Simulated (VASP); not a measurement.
Here is a VASP 6.6.1 calculation.

The input INCAR:

```
ALGO = Fast ; EDIFF = 1E-6
ENCUT = 520 ; GGA = PS
ISIF = 2 ; ISMEAR = 0
LASPH = T ; LCHARG = T
LELF = T ; LREAL = F
LVHAR = T ; LWAVE = F
NBANDS = 17 ; NELM = 60
PREC = Accurate ; SIGMA = 0.15
```

The input KPOINTS:

```
k-points
0
Gamma
  18 18 10
```

The input POSCAR:

```
Hf
1.0
    3.1602689342      0.0000000000      0.0000000000
   -1.5801344671      2.7368731798      0.0000000000
    0.0000000000      0.0000000000      5.5958000000
Hf
2
Direct
    0.3333333333      0.6666666667      0.2500000000
    0.6666666667      0.3333333333      0.7500000000
```

Potentials or basis: VASP PAW PBE potentials, release 64 (Hf_pv).

Launch:

```bash
$ cat potpaw_PBE.64/Hf_pv/POTCAR > POTCAR
$ mpirun -np 1 vasp_std > vasp.out
```

Question: Estimate the pressure.

Answer: -10.7 GPa.

Question: What does it give for the band gap on the k mesh?

Answer: Zero (bands 10 and 11 overlap by 0.80 eV).

Stress tensor (GPa, compression positive):
```
 -7.26   0.00   0.00
  0.00  -7.26   0.00
  0.00   0.00 -17.69
```

Caveat: the cell stands under tension; the PAW data sets were made with another functional, which shifts forces and pressure a little; spin-orbit coupling is left out, which moves the levels of the heavy elements.
